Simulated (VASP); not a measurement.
Crystal: SiGe2.

```
Si Ge
1.0
     0.00000    3.70389    3.70389
     3.70389    0.00000    3.70389
     3.70389    3.70389    0.00000
Si Ge
2 4
Direct
  0.00000 0.00000 0.00000
  0.25000 0.25000 0.25000
  0.62500 0.62500 0.62500
  0.12500 0.62500 0.62500
  0.62500 0.62500 0.12500
  0.62500 0.12500 0.62500
```

- Program: VASP 6.6.1
- Task: relaxation of cell and atoms
- Functional: PBE
- Potentials or basis: VASP PAW PBE potentials, release 64 (Si, Ge_d)
- Cutoff: 600 eV
- k mesh: 4 × 4 × 4
- Occupations: gaussian, width 0.1 eV
- Spin: no spin polarisation

At the start: pressure 11.0 GPa; volume 16.94 Å³/atom.

Question: How do energy, volume and symmetry change on relaxing?

Answer: Over 3 steps the energy falls by 71.9 meV/atom and the volume is 19.33 Å³/atom (+14.1 %); space group Fd-3m (No. 227, to 0.05 Å).

The path:
```csv
step,energy change (eV),largest force (eV/Å),pressure (GPa),volume (Å³)
1,0.0000,0.0000,10.98,101.63
2,-0.4139,0.0000,-1.61,119.67
3,-0.4317,0.0000,0.11,115.99
```

Final structure:
```
Si Ge
1.0
     0.00000    3.87076    3.87076
     3.87076    0.00000    3.87076
     3.87076    3.87076    0.00000
Si Ge
2 4
Cartesian
  0.0000 0.0000 0.0000
  1.9354 1.9354 1.9354
  4.8384 4.8384 4.8384
  4.8384 2.9031 2.9031
  2.9031 2.9031 4.8384
  2.9031 4.8384 2.9031
```

Caveat: the k points lie up to 0.35 Å⁻¹ apart in the final cell.
